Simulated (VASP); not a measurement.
A run of VASP 6.6.1 is set up as follows.

INCAR

```
SYSTEM = NdScSb2
PREC     = Accurate       ! precision mode
ENCUT    = 500            ! plane-wave cutoff, eV
EDIFF    = 1E-7           ! SCF threshold, eV
ISMEAR   = 0              ! smearing method
SIGMA    = 0.1            ! smearing width, eV
LREAL    = .False.        ! projectors in reciprocal space
LASPH    = .True.         ! aspherical terms in the spheres
NELM     = 200            ! most SCF steps
ALGO     = Normal         ! electronic algorithm
ISIF     = 3              ! what is computed and relaxed
LWAVE    = .False.        ! write WAVECAR
LCHARG   = .False.        ! write CHGCAR
GGA      = PE             ! functional
IBRION   = 2              ! ionic algorithm
NSW      = 90             ! ionic steps
EDIFFG   = -0.04          ! ionic threshold
GGA_COMPAT= .False.      
NELMIN   = 4            
LMAXMIX  = 6              ! l up to which the mixer works
```

Contents of KPOINTS:

```
regular mesh
0
Gamma
  4 4 4
  0 0 0
```

Contents of POSCAR:

```
NdScSb2
1.0
    4.0343318700      0.0000000000      0.0000000000
    0.0000000000      4.0343318700      0.0000000000
    0.0000000000      0.0000000000      5.3812250000
Nd Sc Sb
1 1 2
Direct
    0.0000000000      0.0000000000      0.0000000000
    0.5000000000      0.5000000000      0.5000000000
    0.0000000000      0.0000000000      0.5000000000
    0.5000000000      0.5000000000      0.0000000000
```

Potentials or basis: VASP PAW PBE potentials, release 64 (Nd_3, Sc_sv, Sb), 4f in core.

Run with:

```bash
$ cat potpaw_PBE.64/Nd_3/POTCAR potpaw_PBE.64/Sc_sv/POTCAR potpaw_PBE.64/Sb/POTCAR > POTCAR
$ mpirun -np 1 vasp_std > vasp.out
```

(1) Predict the relaxed volume.

(2) What does it give for the space group after relaxing (to 0.1 Å)?

Answers

(1) 29.50 Å³/atom.

(2) P4/mmm (No. 123).

Caveat: the k points lie up to 0.36 Å⁻¹ apart in the final cell, too coarse for converged energies and pressures of a metal; the volume moved by over 15 % at a fixed basis, so the end points are rough.
